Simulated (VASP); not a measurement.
## AlNi3: single point with PBE

Crystal: AlNi3.

```xyz
4
Lattice="0.0000 2.8019 2.8019 2.8019 0.0000 2.8019 2.8019 2.8019 0.0000" Properties=species:S:1:pos:R:3 pbc="T T T"
Al    2.8019    2.8019    2.8019
Ni    1.4009    1.4009    1.4009
Ni    0.0000    0.0000    0.0000
Ni    4.2028    4.2028    4.2028
```

* Program: VASP 6.6.1
* Task: single point
* Functional: PBE
* Potentials or basis: VASP PAW PBE potentials, release 64 (Al, Ni)
* Cutoff: 520 eV
* k mesh: 6 × 6 × 6
* Occupations: gaussian, width 0.1 eV
* Spin: collinear spin, ferromagnetic start
* Starting moments: [0.0, 2.0, 2.0, 2.0] μB
* Dipole correction: no
* Further INCAR settings: ALGO = Normal; EDIFF = 1e-06; NBANDS = 28

```json
{"Pressure": "7.0 GPa", "Net moment": "0.00 μB per cell", "Valence electrons inside the program's atomic spheres": "Al 0.82; Ni 9.46, 9.40 (each value once)"}
```

Levels at points of the mesh, in eV from the Fermi level:
Spin up:
```
           k point  band 14  band 15  band 16  band 17  band 18  band 19
(0.00, 0.00, 0.00)    -0.51    -0.47    -0.47     5.52     5.52     5.52
(0.50, 0.00, 0.00)    -0.59    -0.42    -0.42    -0.09     4.40     4.40
(0.50, 0.50, 0.00)    -0.69    -0.54    -0.32    -0.30    -0.30     0.02
```
Spin down:
| k point | band 14 | band 15 | band 16 | band 17 | band 18 | band 19 |
| --- | --- | --- | --- | --- | --- | --- |
| (0.00, 0.00, 0.00) | -0.51 | -0.47 | -0.47 | 5.52 | 5.52 | 5.52 |
| (0.50, 0.00, 0.00) | -0.59 | -0.42 | -0.42 | -0.09 | 4.40 | 4.40 |
| (0.50, 0.50, 0.00) | -0.69 | -0.54 | -0.32 | -0.30 | -0.30 | 0.02 |

Run time: 94 s on 1 thread of Intel Xeon 8259CL, with other jobs on the host, peak memory 0.2 GiB.

Caveat: the cell stands under pressure.
